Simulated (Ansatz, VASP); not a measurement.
# O in VASP and in Ansatz

```
O
1.0
    10.00000    0.00000    0.00000
     0.00000   10.50000    0.00000
     0.00000    0.00000   11.00000
O
2
Cartesian
  5.0000 5.2500 4.8945
  5.0000 5.2500 6.1055
```

Alike in both runs: functional PBEsol; k mesh 1 × 1 × 1; occupations gaussian, width 0.01 eV; collinear spin.

Ansatz relaxed the structure, and its values are those at the end. VASP's run is a single point on that final structure, the one shown.

```csv
,VASP,Ansatz
version,VASP 6.6.1,Ansatz 0.2.0
potentials or method,"VASP PAW PBE potentials, release 64 (O_h), cutoff 910 eV","scalar-relativistic, plane waves, PAW"
valence electrons in the cell,12,12
```

```csv
,VASP,Ansatz,Ansatz less VASP
gap on the k mesh at the Fermi level (eV),2.27,2.24,-0.027
rms of the force components (eV/Å),0.081,0.000,-0.0808
net moment per atom (μB),1.00,1.00,0.000
size of the moment on the site where the two differ most (μB),0.62,0.56,-0.063
```

VASP's potentials were made for PBE, not for PBEsol, and Ansatz warns of the same on its side. Site moments also hang on the region over which each program counts them. The functional is the same, so the differences come from potentials, cutoffs and numerics. Ansatz's warnings: stress scf threshold loose, xc potential rough in thin density.

Noted on VASP's run: the cutoff is short for stress, so the pressure is rough.
